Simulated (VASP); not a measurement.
# Ir (Fm-3m) in VASP: notebook

Ir is run at these levels: RPBE; tasks: single point, relaxation of cell and atoms.

Everything below comes from runs of VASP 6.6.1. Logs are shortened: lines on timing, memory, paths and dates and some standing lists are left out, and cuts for length are marked.

### Step 1. The cell of the first run

It takes space group Fm-3m (No. 225, cubic). Conventional cell: a = 3.886 Å, b = 3.886 Å, c = 3.886 Å, α = 90.00°, β = 90.00°, γ = 90.00°. Within 3.6 Å of Ir (site symmetry m-3m) lie 12 Ir at 2.75 Å.

### Step 2. Single point, RPBE

Input file INCAR:

```
ALGO = Normal
EDIFF = 1E-7
ENCUT = 520
GGA = RP
ISIF = 2
ISMEAR = 0
LASPH = True
LCHARG = False
LREAL = False
LWAVE = False
NBANDS = 10
NELM = 60
PREC = Accurate
SIGMA = 0.1
```

Input file KPOINTS:

```
k-points
0
Gamma
  18 18 18
```

Input file POSCAR:

```
Ir
1.0
    0.0000000000      1.9431520483      1.9431520483
    1.9431520483      0.0000000000      1.9431520483
    1.9431520483      1.9431520483      0.0000000000
Ir
1
Direct
    0.0000000000      0.0000000000      0.0000000000
```

Potentials or basis: VASP PAW PBE potentials, release 64 (Ir).

Started as:

```console
> cat potpaw_PBE.64/Ir/POTCAR > POTCAR
> mpirun -np 1 vasp_std > vasp.out
```

OUTCAR:

```text
EDIFF = 1E-7
   ENCUT = 520
   GGA = RP
   ISIF = 2
   ISMEAR = 0
   LASPH = True
   LREAL = False
   NELM = 60
   PREC = Accurate

 ion  position               nearest neighbor table
   1  0.000  0.000  0.000-

  LATTYP: Found a face centered cubic cell.
 ALAT       =     3.8863040966

  Lattice vectors:

 A1 = (   0.0000000000,   1.9431520483,   1.9431520483)
 A2 = (   1.9431520483,   0.0000000000,   1.9431520483)
 A3 = (   1.9431520483,   1.9431520483,   0.0000000000)

Analysis of symmetry for initial positions (statically):
=====================================================================
 Subroutine PRICEL returns:
 Original cell was already a primitive cell.

 Routine SETGRP: Setting up the symmetry group for a
 face centered cubic supercell.

 Subroutine GETGRP returns: Found 48 space group operations
 (whereof 48 operations were pure point group operations)
 out of a pool of 48 trial point group operations.

The static configuration has the point symmetry O_h .

Analysis of symmetry for dynamics (positions and initial velocities):
=====================================================================
 Subroutine PRICEL returns:
 Original cell was already a primitive cell.

 Routine SETGRP: Setting up the symmetry group for a
 face centered cubic supercell.

 Subroutine GETGRP returns: Found 48 space group operations
 (whereof 48 operations were pure point group operations)
 out of a pool of 48 trial point group operations.

The dynamic configuration has the point symmetry O_h .

 Subroutine INISYM returns: Found 48 space group operations
 (whereof 48 operations are pure point group operations),
 and found     1 'primitive' translations

----------------------------------------------------------------------------------------

                                     Primitive cell

  volume of cell :      14.6741

  direct lattice vectors                    reciprocal lattice vectors
     0.000000000  1.943152048  1.943152048    -0.257313884  0.257313884  0.257313884
     1.943152048  0.000000000  1.943152048     0.257313884 -0.257313884  0.257313884
     1.943152048  1.943152048  0.000000000     0.257313884  0.257313884 -0.257313884

  length of vectors
     2.748031980  2.748031980  2.748031980     0.445680720  0.445680720  0.445680720

  position of ions in fractional coordinates (direct lattice)
     0.000000000  0.000000000  0.000000000

  ion indices of the primitive-cell ions
   primitive index   ion index
                 1           1

----------------------------------------------------------------------------------------

 KPOINTS: k-points

Automatic generation of k-mesh.
 Grid dimensions read from file:
 generate k-points for:   18   18   18

 Generating k-lattice:

  Cartesian coordinates                     Fractional coordinates (reciprocal lattice)
    -0.014295216  0.014295216  0.014295216     0.055555556  0.000000000  0.000000000
     0.014295216 -0.014295216  0.014295216     0.000000000  0.055555556  0.000000000
     0.014295216  0.014295216 -0.014295216     0.000000000  0.000000000  0.055555556

  Length of vectors
     0.024760040  0.024760040  0.024760040

  Shift w.r.t. Gamma in fractional coordinates (k-lattice)
     0.000000000  0.000000000  0.000000000

 Subroutine IBZKPT returns following result:
 ===========================================

 Found    195 irreducible k-points:

 Following reciprocal coordinates:
            Coordinates               Weight
  0.000000  0.000000  0.000000      1.000000
  0.055556  0.000000  0.000000      8.000000
  0.111111  0.000000  0.000000      8.000000
  0.166667  0.000000  0.000000      8.000000
  0.222222  0.000000  0.000000      8.000000
  0.277778  0.000000  0.000000      8.000000
[... 16 lines left out ...]
 -0.277778  0.055556  0.000000     24.000000
 -0.222222  0.055556  0.000000     24.000000
 [... further k-points ...]
   k-points           NKPTS =    195   k-points in BZ     NKDIM =    195   number of bands    NBANDS=     10
   number of dos      NEDOS =    301   number of ions     NIONS =      1
   total plane-waves  NPLWV =   8000
   dimension x,y,z NGX =    20 NGY =   20 NGZ =   20
   dimension x,y,z NGXF=    40 NGYF=   40 NGZF=   40
   ions per type =               1
   NGX,Y,Z   is equivalent  to a cutoff of  12.10, 12.10, 12.10 a.u.
   NGXF,Y,Z  is equivalent  to a cutoff of  24.20, 24.20, 24.20 a.u.
 SYSTEM =  unknown system
   PREC   = accura    normal or accurate (medium, high low for compatibility)
   ISTART =      0    job   : 0-new  1-cont  2-samecut
   ICHARG =      2    charge: 1-file 2-atom 10-const
   ISPIN  =      1    spin polarized calculation?
   LNONCOLLINEAR =      F non collinear calculations
   LSORBIT =      F    spin-orbit coupling
   LASPH  =      T    aspherical Exc in radial PAW
   ENCUT  =  520.0 eV  38.22 Ry    6.18 a.u.   5.11  5.11  5.11*2*pi/ulx,y,z
   NELM   =     60;   NELMIN=  2; NELMDL= -5     # of ELM steps
   EDIFF  = 0.1E-06   stopping-criterion for ELM
   LREAL  =      F    real-space projection
   EDIFFG = 0.1E-05   stopping-criterion for IOM
   NSW    =      0    number of steps for IOM
   IBRION =     -1    ionic relax: 0-MD 1-quasi-New 2-CG
   NFREE  =      0    steps in history (QN), initial steepest desc. (CG)
   ISIF   =      2    stress and relaxation
   ISYM   =      2    0-nonsym 1-usesym 2-fastsym
   POTIM  = 0.5000    time-step for ionic-motion
   TEBEG  =    0.0;   TEEND  =   0.0 temperature during run
   PSTRESS=    0.0 pullay stress
   NELECT =       9.0000    total number of electrons
   NUPDOWN=      -1.0000    fix difference up-down
   EMIN   =  10.00;   EMAX   =-10.00  energy-range for DOS
   EFERMI =   0.00;   METHOD = LEGACY
   ISMEAR =     0;   SIGMA  =   0.10  broadening in eV -4-tet -1-fermi 0-gaus
   EFERMI_NEDOS =   21; number of points for ismear=-14 and -15
   IALGO  =     38    algorithm
   IMIX   =      4    mixing-type and parameters
     AMIX     =   0.40;   BMIX     =  1.00
     AMIX_MAG =   1.60;   BMIX_MAG =  1.00
  volume/ion in A,a.u.               =      14.67        99.03
  Fermi-wavevector in a.u.,A,eV,Ry     =   1.390931  2.628478 26.323038  1.934689
  Thomas-Fermi vector in A             =   2.514819
   LORBIT       =      0    0 simple, 1 ext, 2 COOP (PROOUT), +10 PAW based schemes
   GGA     = RP    functional components
   LHFCALC =     F    Hartree Fock is set to
   AEXX    =    0.0000 exact exchange contribution
   IVDW    =     0    specifies the selected vdW correction
   LEPSILON=     F    determine dielectric tensor
   LRPA    =     F    only Hartree local field effects (RPA)
 non-spin polarized calculation
 Gauss-broadening in eV      SIGMA  =   0.10
  energy-cutoff  :      520.00
  volume of cell :       14.67
 maximum number of plane-waves:       411
   NGX = 11   NGY = 11   NGZ = 11

 number of electron       9.0000000 magnetization

 Free energy of the ion-electron system (eV)
  ---------------------------------------------------
  ext. energy  EPLUGINS =         0.00000000
  ---------------------------------------------------
  free energy    TOTEN  =        -8.19409397 eV

  energy without entropy =       -8.18859423  energy(sigma->0) =       -8.19134410

 E-fermi :   9.8840     XC(G=0): -13.7302

 val. band max:        9.8827417236   @ k =   0.5000   0.2222   0.1111
 cond. band min:       9.8867512312   @ k =   0.3333   0.1111   0.0556
 fundamental gap:      0.0040095077
 Fermi energy:         9.8839585485

 k-point     1 :       0.0000    0.0000    0.0000
  band No.  band energies     occupation
      1      -0.8485      2.00000
      2       6.1897      2.00000
      3       6.1897      2.00000
      4       6.1897      2.00000
      5       8.7145      2.00000
      6       8.7145      2.00000
      7      24.2203      0.00000
      8      29.6105      0.00000
      9      29.6105      0.00000
     10      29.6105      0.00000

 k-point     2 :       0.0556    0.0000    0.0000
  band No.  band energies     occupation
      1      -0.7161      2.00000
      2       6.1204      2.00000
      3       6.2467      2.00000
      4       6.2467      2.00000
      5       8.6786      2.00000
      6       8.6786      2.00000
      7      24.4452      0.00000
      8      28.8756      0.00000
      9      29.8242      0.00000
     10      29.8242      0.00000

 k-point     3 :       0.1111    0.0000    0.0000
  band No.  band energies     occupation
      1      -0.3322      2.00000
      2       5.9419      2.00000
      3       6.3957      2.00000
      4       6.3957      2.00000
      5       8.6006      2.00000
      6       8.6006      2.00000
      7      25.0623      0.00000
      8      27.4293      0.00000
      9      30.4450      0.00000
     10      30.4450      0.00000

 k-point     4 :       0.1667    0.0000    0.0000
  band No.  band energies     occupation
      1       0.2586      2.00000
      2       5.7382      2.00000
      3       6.5628      2.00000
      4       6.5628      2.00000
      5       8.5731      2.00000
      6       8.5731      2.00000
      7      25.7389      0.00000
      8      26.0064      0.00000
      9      31.4110      0.00000
     10      31.4110      0.00000
[... 222 lines left out ...]
 k-point    22 :      -0.3333    0.0556    0.0000
  band No.  band energies     occupation
      1       2.1737      2.00000
      2       6.2782      2.00000
      3       6.4108      2.00000
      4       6.6676      2.00000
      5       9.4991      2.00000
      6      10.3460      0.00000
      7      20.2796      0.00000
      8      25.1060      0.00000
      9      30.1611      0.00000
     10      32.2061      0.00000

 k-point    23 :      -0.2778    0.0556    0.0000
  band No.  band energies     occupation
      1       1.8747      2.00000
      2       5.8741      2.00000
      3       6.4818      2.00000
      4       6.5833      2.00000
      5       8.9126      2.00000
      6       9.7706      1.89105
      7      22.1483      0.00000
      8      26.0031      0.00000
      9      31.1505      0.00000
     10      33.3344      0.00000

 k-point    24 :      -0.2222    0.0556    0.0000
  band No.  band energies     occupation
      1       1.3007      2.00000
      2       5.5557      2.00000
      3       6.6214      2.00000
      4       6.7090      2.00000
      5       8.4545      2.00000
      6       9.2605      2.00000
      7      23.8498      0.00000
      8      26.5986      0.00000
      9      31.5068      0.00000
     10      32.7517      0.00000

 [... further k-points ...]
[... 5 lines left out ...]
  --------------------------------------------------------------------------------------
  -------------------------------------------------------------------------------------
  Total        0.0293264      0.0293264      0.0293264      0.0000000      0.0000000      0.0000000
  in kB        3.2019783      3.2019783      3.2019783      0.0000000      0.0000000      0.0000000
  external PRESSURE =       3.2019783 kB  Pullay stress =       0.0000000 kB

 VOLUME and BASIS-vectors are now :
 -----------------------------------------------------------------------------
  energy-cutoff  :      520.00
  volume of cell :       14.67
      direct lattice vectors                 reciprocal lattice vectors
     0.000000000  1.943152048  1.943152048    -0.257313884  0.257313884  0.257313884
     1.943152048  0.000000000  1.943152048     0.257313884 -0.257313884  0.257313884
     1.943152048  1.943152048  0.000000000     0.257313884  0.257313884 -0.257313884

 POSITION                                       TOTAL-FORCE (eV/Angst)
 -----------------------------------------------------------------------------------
      0.00000      0.00000      0.00000         0.000000     -0.000000     -0.000000
 -----------------------------------------------------------------------------------
    total drift:                                0.000000     -0.000000     -0.000000

  FREE ENERGIE OF THE ION-ELECTRON SYSTEM (eV)
  ---------------------------------------------------
  free  energy   TOTEN  =        -8.1940939669 eV

  energy  without entropy=       -8.1885942250  energy(sigma->0) =       -8.19134410
```

It took 11 s on 1 thread of Intel Xeon 6975P-C (Granite Rapids), shared host; peak memory 0.15 GiB.

Results:

```
Free energy : -8.1941 eV
Pressure    : 0.3 GPa
```

Levels at points of the mesh, in eV from the Fermi level:
```
           k point  band 1  band 2  band 3  band 4  band 5  band 6  band 7  band 8
(0.00, 0.00, 0.00)  -10.73   -3.69   -3.69   -3.69   -1.17   -1.17   14.34   19.73
(0.50, 0.00, 0.00)   -7.73   -3.79   -3.79   -0.68    0.80    0.80    6.89   13.88
(0.50, 0.50, 0.00)   -7.52   -6.97    0.76    1.35    1.35    1.69   10.02   11.52
```

Caveat: the PAW data sets were made with another functional, which shifts forces and pressure a little; spin-orbit coupling is left out, which moves the levels of the heavy elements.

### Step 3. Relaxation of cell and atoms, RPBE

This run uses another cell than the first one, of 14.74 Å³/atom, 1.005 times its volume.

Input file INCAR:

```
  PREC = Accurate
  ENCUT = 600
  EDIFF = 1E-6
  ISMEAR = 0
  SIGMA = 0.1
  LREAL = F
  LASPH = T
  NELM = 60
  ALGO = Fast
  ISIF = 3
  LWAVE = F
  LCHARG = F
  GGA = RP
  IBRION = 2
  NSW = 100
  EDIFFG = -0.005
```

Input file KPOINTS:

```
regular mesh
0
Gamma
  18 18 18
```

Input file POSCAR:

```
Ir
1.0
    0.0000000000      1.9462112832      1.9462112832
    1.9462112832      0.0000000000      1.9462112832
    1.9462112832      1.9462112832      0.0000000000
Ir
1
Direct
    0.0000000000      0.0000000000      0.0000000000
```

Potentials or basis: VASP PAW PBE potentials, release 64 (Ir).

Started as:

```console
> cat potpaw_PBE.64/Ir/POTCAR > POTCAR
> mpirun -np 1 vasp_std > vasp.out
```

Run time: 28 s. Hardware: 1 thread of Intel Xeon 6975P-C (Granite Rapids), shared host; peak memory 0.18 GiB.

It converged, with:

* Free energy: -8.1945 eV
* Relaxed volume: 14.69 Å³/atom
* Relaxed cell: a = 2.749 Å, b = 2.749 Å, c = 2.749 Å, α = 60.00°, β = 60.00°, γ = 60.00°
* Space group after relaxing (to 0.05 Å): Fm-3m (No. 225)
* Energy gained by relaxing: 0.2 meV/atom
* Ionic steps: 3
* Pressure after relaxing: 0.0 GPa

The path:
```csv
step,energy change (eV),largest force (eV/Å),pressure (GPa),volume (Å³)
1,0.0000,0.0000,-1.23,14.74
2,0.0024,0.0000,4.47,14.50
3,-0.0002,0.0000,0.02,14.69
```

Final structure:
```
Ir
1.0
     0.00000    1.94388    1.94388
     1.94388    0.00000    1.94388
     1.94388    1.94388    0.00000
Ir
1
Direct
  0.00000 0.00000 0.00000
```

Levels at points of the mesh, in eV from the Fermi level:
| k point | band 2 | band 3 | band 4 | band 5 | band 6 | band 7 |
| --- | --- | --- | --- | --- | --- | --- |
| (0.00, 0.00, 0.00) | -3.69 | -3.69 | -3.69 | -1.17 | -1.17 | 14.34 |
| (0.50, 0.00, 0.00) | -3.79 | -3.79 | -0.68 | 0.80 | 0.80 | 6.88 |
| (0.50, 0.50, 0.00) | -6.96 | 0.76 | 1.34 | 1.34 | 1.69 | 10.01 |

Caveat: the PAW data sets were made with another functional, which shifts forces and pressure a little; spin-orbit coupling is left out, which moves the levels of the heavy elements.
